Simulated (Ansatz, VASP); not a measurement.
# Two plane-wave programs on In3GaAs4

```
CELL_PARAMETERS angstrom
6.07736 0.00000 0.00000
0.00000 6.07736 0.00000
0.00000 0.00000 6.07736
ATOMIC_POSITIONS crystal
In 0.00000 0.50000 0.50000
In 0.50000 0.00000 0.50000
In 0.50000 0.50000 0.00000
Ga 0.00000 0.00000 0.00000
As 0.76006 0.76006 0.23994
As 0.76006 0.23994 0.76006
As 0.23994 0.76006 0.76006
As 0.23994 0.23994 0.23994
```

Alike in both runs: functional PBE; k mesh 6 × 6 × 6; occupations gaussian, width 0.1 eV; no spin polarisation.

Ansatz relaxed the structure, and its values are those at the end. VASP's run is a single point on that final structure, the one shown.

```csv
,VASP,Ansatz
version,VASP 6.6.1,Ansatz 0.2.0
potentials or method,"VASP PAW PBE potentials, release 64 (In_d, Ga_d, As), cutoff 520 eV","scalar-relativistic, plane waves, PAW"
valence electrons in the cell,72,112
```

Ansatz gave:

- gap on the k mesh at the Fermi level (eV): none
- pressure (GPa): 0.0

Estimate VASP's values.

gap on the k mesh at the Fermi level (eV): none; pressure (GPa): 0.1.

A gap of «none» marks a metal or a gap that the smearing closes. VASP's potentials hold 72 valence electrons a cell and Ansatz's 112, so a difference there can come from the potentials and not from the codes.
